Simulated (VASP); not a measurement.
# La2O (Fm-3m) in VASP: notebook

Runs on La2O. Level: PBE. Tasks: single point, relaxation of cell and atoms.

All numbers are computed with VASP 6.6.1; they aren't measurements. Logs are shortened: lines on timing, memory, paths and dates and some standing lists are left out, and cuts for length are marked.

## Step 1: The cell of the first run

Symmetry: Fm-3m, No. 225, cubic system. The conventional cell has a = 6.383 Å, b = 6.383 Å, c = 6.383 Å, α = 90.00°, β = 90.00°, γ = 90.00°. La (site symmetry -43m) has 4 O at 2.76 Å and 6 La at 3.19 Å within 3.6 Å. O (site symmetry m-3m) has 8 La at 2.76 Å within 3.6 Å.

## Step 2: Single point, PBE

The input, INCAR:

```
SYSTEM = La2O
  ALGO = Normal
  EDIFF = 1E-6
  ENCUT = 520
  GGA = PE
  ISIF = 2
  ISMEAR = 0
  LASPH = .True.
  LCHARG = .True.
  LELF = .True.
  LREAL = .False.
  LVHAR = .True.
  LWAVE = .False.
  NBANDS = 21
  NELM = 100
  PREC = Accurate
  SIGMA = 0.1
```

The input, KPOINTS:

```
k-points
0
Gamma
  12 12 12
  0 0 0
```

The input, POSCAR:

```
La2O
1.0
    0.0000000000      3.1914624205      3.1914624205
    3.1914624205      0.0000000000      3.1914624205
    3.1914624205      3.1914624205      0.0000000000
La O
2 1
Direct
    0.2500000000      0.2500000000      0.2500000000
    0.7500000000      0.7500000000      0.7500000000
    0.0000000000      0.0000000000      0.0000000000
```

Potentials or basis: VASP PAW PBE potentials, release 64 (La, O).

Run with:

```console
cat potpaw_PBE.64/La/POTCAR potpaw_PBE.64/O/POTCAR > POTCAR
mpirun -np 1 vasp_std > vasp.out
```

OUTCAR:

```text
SYSTEM = La2O
   EDIFF = 1E-6
   ENCUT = 520
   GGA = PE
   ISIF = 2
   ISMEAR = 0
   LASPH = .True.
   LREAL = .False.
   NELM = 100
   PREC = Accurate

 ion  position               nearest neighbor table
   1  0.250  0.250  0.250-   3 2.76   3 2.76   3 2.76   3 2.76   2 3.19   2 3.19   2 3.19   2 3.19
                             2 3.19   2 3.19
   2  0.750  0.750  0.750-   3 2.76   3 2.76   3 2.76   3 2.76   1 3.19   1 3.19   1 3.19   1 3.19
                             1 3.19   1 3.19
   3  0.000  0.000  0.000-   2 2.76   2 2.76   2 2.76   1 2.76   2 2.76   1 2.76   1 2.76   1 2.76

  LATTYP: Found a face centered cubic cell.
 ALAT       =     6.3829248410

  Lattice vectors:

 A1 = (   0.0000000000,   3.1914624205,   3.1914624205)
 A2 = (   3.1914624205,   0.0000000000,   3.1914624205)
 A3 = (   3.1914624205,   3.1914624205,   0.0000000000)

Analysis of symmetry for initial positions (statically):
=====================================================================
 Subroutine PRICEL returns:
 Original cell was already a primitive cell.

 Routine SETGRP: Setting up the symmetry group for a
 face centered cubic supercell.

 Subroutine GETGRP returns: Found 48 space group operations
 (whereof 48 operations were pure point group operations)
 out of a pool of 48 trial point group operations.

The static configuration has the point symmetry O_h .

Analysis of symmetry for dynamics (positions and initial velocities):
=====================================================================
 Subroutine PRICEL returns:
 Original cell was already a primitive cell.

 Routine SETGRP: Setting up the symmetry group for a
 face centered cubic supercell.

 Subroutine GETGRP returns: Found 48 space group operations
 (whereof 48 operations were pure point group operations)
 out of a pool of 48 trial point group operations.

The dynamic configuration has the point symmetry O_h .

 Subroutine INISYM returns: Found 48 space group operations
 (whereof 48 operations are pure point group operations),
 and found     1 'primitive' translations

----------------------------------------------------------------------------------------

                                     Primitive cell

  volume of cell :      65.0128

  direct lattice vectors                    reciprocal lattice vectors
     0.000000000  3.191462421  3.191462421    -0.156667989  0.156667989  0.156667989
     3.191462421  0.000000000  3.191462421     0.156667989 -0.156667989  0.156667989
     3.191462421  3.191462421  0.000000000     0.156667989  0.156667989 -0.156667989

  length of vectors
     4.513409439  4.513409439  4.513409439     0.271356917  0.271356917  0.271356917

  position of ions in fractional coordinates (direct lattice)
     0.250000000  0.250000000  0.250000000
     0.750000000  0.750000000  0.750000000
     0.000000000  0.000000000  0.000000000

  ion indices of the primitive-cell ions
   primitive index   ion index
                 1           1
                 2           2
                 3           3

----------------------------------------------------------------------------------------

 KPOINTS: k-points

Automatic generation of k-mesh.
 Grid dimensions read from file:
 generate k-points for:   12   12   12

 Generating k-lattice:

  Cartesian coordinates                     Fractional coordinates (reciprocal lattice)
    -0.013055666  0.013055666  0.013055666     0.083333333  0.000000000  0.000000000
     0.013055666 -0.013055666  0.013055666     0.000000000  0.083333333  0.000000000
     0.013055666  0.013055666 -0.013055666     0.000000000  0.000000000  0.083333333

  Length of vectors
     0.022613076  0.022613076  0.022613076

  Shift w.r.t. Gamma in fractional coordinates (k-lattice)
     0.000000000  0.000000000  0.000000000

 Subroutine IBZKPT returns following result:
 ===========================================

 Found     72 irreducible k-points:

 Following reciprocal coordinates:
            Coordinates               Weight
  0.000000  0.000000  0.000000      1.000000
  0.083333  0.000000  0.000000      8.000000
  0.166667  0.000000  0.000000      8.000000
  0.250000  0.000000  0.000000      8.000000
  0.333333  0.000000  0.000000      8.000000
  0.416667  0.000000  0.000000      8.000000
[... 16 lines left out ...]
  0.500000  0.166667  0.000000     24.000000
 -0.416667  0.166667  0.000000     24.000000
 [... further k-points ...]
   k-points           NKPTS =     72   k-points in BZ     NKDIM =     72   number of bands    NBANDS=     21
   number of dos      NEDOS =    301   number of ions     NIONS =      3
   total plane-waves  NPLWV =  46656
   dimension x,y,z NGX =    36 NGY =   36 NGZ =   36
   dimension x,y,z NGXF=    72 NGYF=   72 NGZF=   72
   ions per type =               2   1
   NGX,Y,Z   is equivalent  to a cutoff of  13.26, 13.26, 13.26 a.u.
   NGXF,Y,Z  is equivalent  to a cutoff of  26.52, 26.52, 26.52 a.u.
 SYSTEM =  La2O
   PREC   = accura    normal or accurate (medium, high low for compatibility)
   ISTART =      0    job   : 0-new  1-cont  2-samecut
   ICHARG =      2    charge: 1-file 2-atom 10-const
   ISPIN  =      1    spin polarized calculation?
   LNONCOLLINEAR =      F non collinear calculations
   LSORBIT =      F    spin-orbit coupling
   LASPH  =      T    aspherical Exc in radial PAW
   ENCUT  =  520.0 eV  38.22 Ry    6.18 a.u.   8.39  8.39  8.39*2*pi/ulx,y,z
   NELM   =    100;   NELMIN=  2; NELMDL= -5     # of ELM steps
   EDIFF  = 0.1E-05   stopping-criterion for ELM
   LREAL  =      F    real-space projection
   EDIFFG = 0.1E-04   stopping-criterion for IOM
   NSW    =      0    number of steps for IOM
   IBRION =     -1    ionic relax: 0-MD 1-quasi-New 2-CG
   NFREE  =      0    steps in history (QN), initial steepest desc. (CG)
   ISIF   =      2    stress and relaxation
   ISYM   =      2    0-nonsym 1-usesym 2-fastsym
   POTIM  = 0.5000    time-step for ionic-motion
   TEBEG  =    0.0;   TEEND  =   0.0 temperature during run
   PSTRESS=    0.0 pullay stress
   NELECT =      28.0000    total number of electrons
   NUPDOWN=      -1.0000    fix difference up-down
   EMIN   =  10.00;   EMAX   =-10.00  energy-range for DOS
   EFERMI =   0.00;   METHOD = LEGACY
   ISMEAR =     0;   SIGMA  =   0.10  broadening in eV -4-tet -1-fermi 0-gaus
   EFERMI_NEDOS =   21; number of points for ismear=-14 and -15
   IALGO  =     38    algorithm
   IMIX   =      4    mixing-type and parameters
     AMIX     =   0.40;   BMIX     =  1.00
     AMIX_MAG =   1.60;   BMIX_MAG =  1.00
  volume/ion in A,a.u.               =      21.67       146.24
  Fermi-wavevector in a.u.,A,eV,Ry     =   1.236311  2.336289 20.796031  1.528465
  Thomas-Fermi vector in A             =   2.370925
   LORBIT       =      0    0 simple, 1 ext, 2 COOP (PROOUT), +10 PAW based schemes
   GGA     = PE    functional components
   LHFCALC =     F    Hartree Fock is set to
   AEXX    =    0.0000 exact exchange contribution
   IVDW    =     0    specifies the selected vdW correction
   LEPSILON=     F    determine dielectric tensor
   LRPA    =     F    only Hartree local field effects (RPA)
 non-spin polarized calculation
 Gauss-broadening in eV      SIGMA  =   0.10
  energy-cutoff  :      520.00
  volume of cell :       65.01
 maximum number of plane-waves:      1807
 NGX is ok and might be reduce to    36
   NGX = 17   NGY = 17   NGZ = 17

 number of electron      28.0000003 magnetization

 Free energy of the ion-electron system (eV)
  ---------------------------------------------------
  ext. energy  EPLUGINS =         0.00000000
  ---------------------------------------------------
  free energy    TOTEN  =       -18.43628402 eV

  energy without entropy =      -18.42483496  energy(sigma->0) =      -18.43055949

 E-fermi :  10.4137     XC(G=0): -10.7000

 val. band max:       10.3914430396   @ k =  -0.3333   0.4167   0.0833
 cond. band min:      10.4180892519   @ k =   0.5000   0.1667   0.0833
 fundamental gap:      0.0266462122
 Fermi energy:        10.4137231118

 k-point     1 :       0.0000    0.0000    0.0000
  band No.  band energies     occupation
      1     -23.0955      2.00000
      2     -22.0221      2.00000
      3      -8.4291      2.00000
      4      -7.1978      2.00000
      5      -7.1978      2.00000
      6      -7.1978      2.00000
[... 13 lines left out ...]
     20      12.1663      0.00000
     21      12.1744      0.00000

 k-point     2 :       0.0833    0.0000    0.0000
  band No.  band energies     occupation
      1     -23.0774      2.00000
      2     -22.0405      2.00000
      3      -8.4727      2.00000
      4      -7.1838      2.00000
      5      -7.1775      2.00000
      6      -7.1775      2.00000
[... 13 lines left out ...]
     20      12.1579      0.00000
     21      12.1768      0.00000

 k-point     3 :       0.1667    0.0000    0.0000
  band No.  band energies     occupation
      1     -23.0241      2.00000
      2     -22.0946      2.00000
      3      -8.5964      2.00000
      4      -7.1233      2.00000
      5      -7.1165      2.00000
      6      -7.1165      2.00000
[... 13 lines left out ...]
     20      12.1498      0.00000
     21      12.2253      0.00000

 k-point     4 :       0.2500    0.0000    0.0000
  band No.  band energies     occupation
      1     -22.9394      2.00000
      2     -22.1806      2.00000
      3      -8.7675      2.00000
      4      -7.0152      2.00000
      5      -7.0152      2.00000
      6      -6.9987      2.00000
[... 13 lines left out ...]
     20      12.1620      0.00000
     21      12.2160      0.00000

 k-point     5 :       0.3333    0.0000    0.0000
  band No.  band energies     occupation
      1     -22.8288      2.00000
      2     -22.2923      2.00000
      3      -8.9346      2.00000
      4      -6.8748      2.00000
      5      -6.8748      2.00000
      6      -6.8289      2.00000
[... 13 lines left out ...]
     20      12.0902      0.00000
     21      12.2164      0.00000

 k-point     6 :       0.4167    0.0000    0.0000
  band No.  band energies     occupation
      1     -22.6998      2.00000
      2     -22.4221      2.00000
      3      -9.0529      2.00000
      4      -6.6987      2.00000
      5      -6.6987      2.00000
      6      -6.6655      2.00000
[... 13 lines left out ...]
     20      12.0518      0.00000
     21      12.1698      0.00000

 k-point     7 :       0.5000    0.0000    0.0000
  band No.  band energies     occupation
      1     -22.5629      2.00000
      2     -22.5593      2.00000
      3      -9.0954      2.00000
      4      -6.5919      2.00000
      5      -6.5193      2.00000
      6      -6.5193      2.00000
[... 13 lines left out ...]
     20      11.9430      0.00000
     21      12.2612      0.00000
[... 291 lines left out ...]
      1     -22.9490      2.00000
      2     -22.1655      2.00000
      3      -8.8155      2.00000
      4      -7.3437      2.00000
      5      -7.3325      2.00000
      6      -6.4378      2.00000
[... 13 lines left out ...]
     20      12.2105      0.00000
     21      12.2222      0.00000

 k-point    21 :       0.3333    0.1667    0.0000
  band No.  band energies     occupation
      1     -22.8660      2.00000
      2     -22.2467      2.00000
      3      -8.9940      2.00000
      4      -7.3152      2.00000
      5      -7.2833      2.00000
      6      -6.2857      2.00000
[... 13 lines left out ...]
     20      12.0837      0.00000
     21      12.2380      0.00000

 k-point    22 :       0.4167    0.1667    0.0000
  band No.  band energies     occupation
      1     -22.7622      2.00000
      2     -22.3494      2.00000
      3      -9.1491      2.00000
      4      -7.2298      2.00000
      5      -7.2183      2.00000
      6      -6.4134      2.00000
[... 13 lines left out ...]
     20      12.0385      0.00000
     21      12.1788      0.00000

 k-point    23 :       0.5000    0.1667    0.0000
  band No.  band energies     occupation
      1     -22.6448      2.00000
      2     -22.4665      2.00000
      3      -9.2412      2.00000
      4      -7.2050      2.00000
      5      -7.0882      2.00000
      6      -6.4401      2.00000
[... 13 lines left out ...]
     20      12.0179      0.00000
     21      12.1514      0.00000

 k-point    24 :      -0.4167    0.1667    0.0000
  band No.  band energies     occupation
      1     -22.5902      2.00000
      2     -22.5219      2.00000
      3      -9.2502      2.00000
      4      -7.2548      2.00000
      5      -6.8950      2.00000
      6      -6.3869      2.00000
[... 13 lines left out ...]
     20      11.9472      0.00000
     21      12.1439      0.00000

 [... further k-points ...]

------------------------ aborting loop because EDIFF is reached ----------------------------------------

  FORCE on cell =-STRESS in cart. coord.  units (eV):
  Direction    XX          YY          ZZ          XY          YZ          ZX
  --------------------------------------------------------------------------------------
  -------------------------------------------------------------------------------------
  Total       -0.0358706     -0.0358706     -0.0358706     -0.0000000     -0.0000000      0.0000000
  in kB       -0.8839955     -0.8839955     -0.8839955     -0.0000000     -0.0000000      0.0000000
  external PRESSURE =      -0.8839955 kB  Pullay stress =       0.0000000 kB

 VOLUME and BASIS-vectors are now :
 -----------------------------------------------------------------------------
  energy-cutoff  :      520.00
  volume of cell :       65.01
      direct lattice vectors                 reciprocal lattice vectors
     0.000000000  3.191462421  3.191462421    -0.156667989  0.156667989  0.156667989
     3.191462421  0.000000000  3.191462421     0.156667989 -0.156667989  0.156667989
     3.191462421  3.191462421  0.000000000     0.156667989  0.156667989 -0.156667989

 POSITION                                       TOTAL-FORCE (eV/Angst)
 -----------------------------------------------------------------------------------
      1.59573      1.59573      1.59573         0.000000      0.000000      0.000000
      4.78719      4.78719      4.78719        -0.000000     -0.000000     -0.000000
      0.00000      0.00000      0.00000         0.000000      0.000000     -0.000000
 -----------------------------------------------------------------------------------
    total drift:                                0.000000      0.000000      0.000000

  FREE ENERGIE OF THE ION-ELECTRON SYSTEM (eV)
  ---------------------------------------------------
  free  energy   TOTEN  =       -18.4362840214 eV

  energy  without entropy=      -18.4248349640  energy(sigma->0) =      -18.43055949
```

It took 2.2 min on 1 thread of Intel Xeon Platinum 8259CL at 2.50GHz (Skylake/Cascade Lake), shared host; peak memory 0.28 GiB.

What came out:

| Item | Value |
| --- | --- |
| Free energy | -18.4363 eV |
| Pressure | -0.1 GPa |
| Band gap on the k mesh | zero (band 14 reaches 10.86 eV, above the bottom of band 15 at 8.73 eV) |

Levels at points of the mesh, in eV from the Fermi level:
| k point | band 10 | band 11 | band 12 | band 13 | band 14 | band 15 | band 16 | band 17 | band 18 | band 19 |
| --- | --- | --- | --- | --- | --- | --- | --- | --- | --- | --- |
| (0.00, 0.00, 0.00) | -5.68 | -5.68 | -5.68 | -1.86 | -1.86 | -1.69 | 0.97 | 0.97 | 0.97 | 1.75 |
| (0.50, 0.00, 0.00) | -4.91 | -4.91 | -4.47 | -0.91 | 0.37 | 0.37 | 1.18 | 1.18 | 1.19 | 1.19 |
| (0.50, 0.50, 0.00) | -5.26 | -4.41 | -4.41 | -2.27 | -0.85 | 0.26 | 0.99 | 1.06 | 1.36 | 1.36 |

Caveat: spin-orbit coupling is left out, which moves the levels of the heavy elements.

[end of part 1 of 2]
